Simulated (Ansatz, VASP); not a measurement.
# Two plane-wave programs on Cd5B3O9F

```xyz
18
Lattice="4.0285 -7.9830 0.0000 4.0285 7.9830 0.0000 -0.6021 0.0000 3.3940" Properties=species:S:1:pos:R:3 pbc="T T T"
Cd    1.5089    0.0000    2.6809
Cd    6.8335   -1.8953    0.2531
Cd    6.8335    1.8953    0.2531
Cd    3.5774   -2.8203    1.4165
Cd    3.5774    2.8203    1.4165
B     4.7866   -4.8396    2.8304
B     4.7866    4.8396    2.8304
B     4.5298    0.0000    1.5818
O     5.3654   -3.6330    0.1033
O     5.3654    3.6330    0.1033
O     5.1970   -1.2031    1.7385
O     5.1970    1.2031    1.7385
O     1.8680    2.3064    2.8859
O     1.8680   -2.3064    2.8859
O     3.1966    0.0000    1.2607
O     3.6495   -5.2036    2.1287
O     3.6495    5.2036    2.1287
F     0.2142    0.0000    0.6269
```

Alike in both runs: functional PBE; k mesh 3 × 3 × 6; occupations fermi-dirac, width 0.02 eV; no spin polarisation.

Ansatz relaxed the structure, and its values are those at the end. VASP's run is a single point on that final structure, the one shown.

|  | VASP | Ansatz |
| --- | --- | --- |
| version | VASP 6.6.1 | Ansatz 0.2.0 |
| potentials or method | VASP PAW PBE potentials, release 64 (Cd, B, O, F) | plane-wave PAW, scalar-relativistic |
| plane-wave cutoff (eV) | 520 | 420 |
| valence electrons in the cell | 130 | 170 |

Ansatz gave:

| Item | Value |
| --- | --- |
| gap on the k mesh at the Fermi level (eV) | 1.74 |
| pressure (GPa) | 3.3 |
| rms of the force components (eV/Å) | 0.002 |

Q: Estimate VASP's values.

A: gap on the k mesh at the Fermi level (eV): 1.72; pressure (GPa): 4.2; rms of the force components (eV/Å): 0.016.

The functional is the same, so the differences come from potentials, cutoffs and numerics. VASP's potentials hold 130 valence electrons a cell and Ansatz's 170, so a difference there can come from the potentials and not from the codes. Ansatz's warnings: stress scf threshold loose.
